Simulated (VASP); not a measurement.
Set up this calculation in VASP 6.6.1, as the native input.

```
Task                   : single point
Functional             : RPBE
Dispersion             : D4
Potentials or basis    : VASP PAW PBE potentials, release 64 (Co)
Cutoff                 : 520 eV
k mesh                 : 12 × 12 × 7
Occupations            : fermi-dirac, width 0.05 eV
Spin                   : collinear spin, ferromagnetic start
Starting moments       : [2.0, 2.0] μB
Dipole correction      : no
Further INCAR settings : ALGO = Normal; EDIFF = 1e-07; NBANDS = 20
```

The structure of Co lies in POSCAR:

```
Co
1.0
    2.5045299482      0.0000000000      0.0000000000
   -1.2522649741      2.1689865596      0.0000000000
    0.0000000000      0.0000000000      4.0740599388
Co
2
Direct
    0.6666666667      0.3333333333      0.7500000000
    0.3333333333      0.6666666667      0.2500000000
```

The input as run:

INCAR

```
PREC = Accurate ; ENCUT = 520
EDIFF = 1E-7 ; ISMEAR = -1
SIGMA = 0.05 ; LREAL = False
LASPH = True ; NELM = 150
ALGO = Normal ; ISIF = 2
LWAVE = False ; LCHARG = False
ISPIN = 2 ; MAGMOM = 2 2
LORBIT = 11 ; LMAXMIX = 4
GGA = RP ; IVDW = 13
NBANDS = 20
```

KPOINTS

```
Automatic mesh
0
Gamma
  12 12 7
```

Potentials or basis: VASP PAW PBE potentials, release 64 (Co).

Launch:

```bash
$ cat potpaw_PBE.64/Co/POTCAR > POTCAR
$ mpirun -np 1 vasp_std > vasp.out
```

It gave:

The pressure is -9.8 GPa and the net moment is 3.30 μB per cell. The site moments are Co +1.68 μB. The valence electrons inside the program's atomic spheres are Co 8.24 and the dispersion energy per atom is -0.822 eV.

Caveat: the cell stands under tension; the PAW data sets were made with another functional, which shifts forces and pressure a little.

Wall time 32 s on 1 thread of Intel(R) Xeon(R) 6975P-C (Granite Rapids), with other jobs on the host, peak memory 0.17 GiB.
